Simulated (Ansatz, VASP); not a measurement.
Ca: VASP beside Ansatz

The input INCAR:

```
  ALGO = Fast
  EDIFF = 1E-6
  ENCUT = 520
  GGA = PS
  ISIF = 2
  ISMEAR = -5
  ISYM = 0
  IVDW = 13
  LASPH = True
  LCHARG = False
  LREAL = False
  LWAVE = False
  NBANDS = 11
  NELM = 60
  PREC = Accurate
  SIGMA = 0.05
```

KPOINTS

```
k-points
0
Gamma
  6 6 6
```

Contents of POSCAR:

```
Ca
1.0
   -2.2052049036      2.2052049036      2.1961148100
    2.2052049036     -2.2052049036      2.1961148100
    2.2052049036      2.2052049036     -2.1961148100
Ca
1
Direct
    0.5000000000      0.5000000000      0.0000000000
```

The input input.yaml:

```yaml
crystal:
  lattice:
    - [-2.2052049036, 2.2052049036, 2.19611481]
    - [2.2052049036, -2.2052049036, 2.19611481]
    - [2.2052049036, 2.2052049036, -2.19611481]
  atoms:
    - { symbol: Ca, position: [0.5, 0.5, 0.0] }
  symmetry: { detect: false }
hamiltonian:
  xc: pbesol
  pseudopotentials: { kind: paw, source: jth, xc_functional: pbe }
  dispersion: d4
kpoints:
  mp_grid: { grid: [6, 6, 6] }
scf:
  occupations: { method: tetrahedron }
  n_extra_bands: 6
output:
  forces: true
  stress: true
  eigenvalues: true
  dos: { projected: false, de: 0.05, nscf_kmesh: { grid: [9, 9, 9] } }
```

Alike in both runs: functional PBEsol; dispersion D4; k mesh 6 × 6 × 6; occupations tetrahedron; no spin polarisation.

|  | VASP | Ansatz |
| --- | --- | --- |
| version | VASP 6.6.1 | Ansatz 0.2.0 |
| potentials or method | VASP PAW PBE potentials, release 64 (Ca_sv) | JTH PAW |
| plane-wave cutoff (eV) | 520 | 870 |
| valence electrons in the cell | 10 | 10 |
| task | single point | density of states |

```tsv
	VASP	Ansatz	Ansatz less VASP
gap on the k mesh at the Fermi level (eV)	none	none	-
pressure (GPa)	-1.5	-1.5	-0.02
traceless stress, the component that is largest in VASP (GPa)	-0.33	-0.03	+0.296
```

VASP's potentials were made for PBE, not for PBEsol. A gap of «none» marks a metal or a gap that the smearing closes.
